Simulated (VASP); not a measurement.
**Ta: single point with PBEsol**

The system is Ta.

```xyz
2
Lattice="2.9004 0.0000 0.0000 -1.4502 2.5118 0.0000 0.0000 0.0000 5.1663" Properties=species:S:1:pos:R:3 pbc="T T T"
Ta   -0.0172    1.6891    1.2547
Ta    1.4505    0.8163    3.9226
```

```json
{"Program": "VASP 6.6.1", "Task": "single point", "Functional": "PBEsol", "Potentials or basis": "VASP PAW PBE potentials, release 64 (Ta_pv)", "Cutoff": "520 eV", "k mesh": "8 × 8 × 4", "Occupations": "methfessel-paxton, width 0.05 eV", "Spin": "no spin polarisation", "Dipole correction": "no", "Further INCAR settings": "ALGO = Normal; EDIFF = 1e-06; NBANDS = 18"}
```

```yaml
Pressure: -6.6 GPa
Largest_force: 0.897 eV/Å
Band_gap_on_the_k_mesh: zero (band 11 reaches 6.92 eV, above the bottom of band 12 at 4.72 eV)
```

Forces in eV/Å, atoms in the order of the input:
```
Ta   0.008  0.024  0.896
Ta  -0.008 -0.024 -0.896
```

Stress tensor (GPa, compression positive):
```
-7.01  0.23 -0.04
 0.23 -5.90  0.06
-0.04  0.06 -6.81
```

Levels at points of the mesh, in eV from the Fermi level:
| k point | band 8 | band 9 | band 10 | band 11 | band 12 | band 13 | band 14 | band 15 |
| --- | --- | --- | --- | --- | --- | --- | --- | --- |
| (0.00, 0.00, 0.00) | -4.86 | -0.56 | 0.05 | 0.60 | 0.65 | 1.15 | 1.21 | 2.93 |
| (0.50, 0.00, 0.00) | -3.80 | -3.26 | -0.38 | -0.29 | 0.56 | 0.89 | 5.56 | 6.45 |
| (0.00, 0.50, 0.00) | -3.81 | -3.18 | -0.45 | -0.43 | 0.55 | 0.91 | 5.56 | 6.43 |
| (0.50, 0.50, 0.00) | -3.80 | -3.32 | -0.34 | -0.16 | 0.58 | 0.88 | 5.59 | 6.47 |
| (0.00, 0.00, 0.50) | -6.19 | -1.37 | -0.82 | 0.63 | 0.65 | 0.70 | 0.73 | 4.24 |
| (0.50, 0.00, 0.50) | -4.24 | -2.40 | -2.06 | 1.55 | 1.55 | 2.35 | 2.94 | 5.27 |
| (0.00, 0.50, 0.50) | -4.27 | -2.39 | -2.06 | 1.58 | 1.59 | 2.35 | 2.94 | 5.31 |
| (0.50, 0.50, 0.50) | -4.22 | -2.40 | -2.07 | 1.52 | 1.52 | 2.34 | 2.94 | 5.24 |

Wall time 73 s on 1 thread of AMD EPYC 9R45 (Zen 5), with other jobs on the host, peak memory 0.18 GiB.

Caveat: the PAW data sets were made with another functional, which shifts forces and pressure a little; spin-orbit coupling is left out, which moves the levels of the heavy elements.
